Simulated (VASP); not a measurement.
Input of a VASP 6.6.1 run:

INCAR

```
PREC     = Accurate       # precision mode
ENCUT    = 600            # plane-wave cutoff, eV
EDIFF    = 1E-6           # SCF threshold, eV
ISMEAR   = -1             # smearing method
SIGMA    = 0.05           # smearing width, eV
LREAL    = F              # projectors in reciprocal space
LASPH    = T              # aspherical terms in the spheres
NELM     = 60             # most SCF steps
ALGO     = Normal         # electronic algorithm
ISIF     = 3              # what is computed and relaxed
LWAVE    = F              # write WAVECAR
LCHARG   = F              # write CHGCAR
GGA      = PS             # functional
IVDW     = 12             # dispersion correction
IBRION   = 2              # ionic algorithm
NSW      = 60             # ionic steps
EDIFFG   = -0.01          # ionic threshold
```

File KPOINTS:

```
regular mesh
0
Gamma
  7 7 7
```

Contents of POSCAR:

```
KI
1.0
    0.0000000000      3.5327750000      3.5327750000
    3.5327750000      0.0000000000      3.5327750000
    3.5327750000      3.5327750000      0.0000000000
I K
1 1
Direct
    0.5000000000      0.5000000000      0.5000000000
    0.0000000000      0.0000000000      0.0000000000
```

Potentials or basis: VASP PAW PBE potentials, release 64 (I, K_sv).

Command:

```sh
$ cat potpaw_PBE.64/I/POTCAR potpaw_PBE.64/K_sv/POTCAR > POTCAR
$ mpirun -np 1 vasp_std > vasp.out
```

(1) Estimate the band gap on the k mesh.

(2) What does it give for the relaxed volume?

(3) Predict the dispersion energy per atom.

Answers

(1) 4.03 eV.

(2) 40.13 Å³/atom.

(3) -0.259 eV.

Caveat: the PAW data sets were made with another functional, which shifts forces and pressure a little; spin-orbit coupling is left out, which moves the levels of the heavy elements.
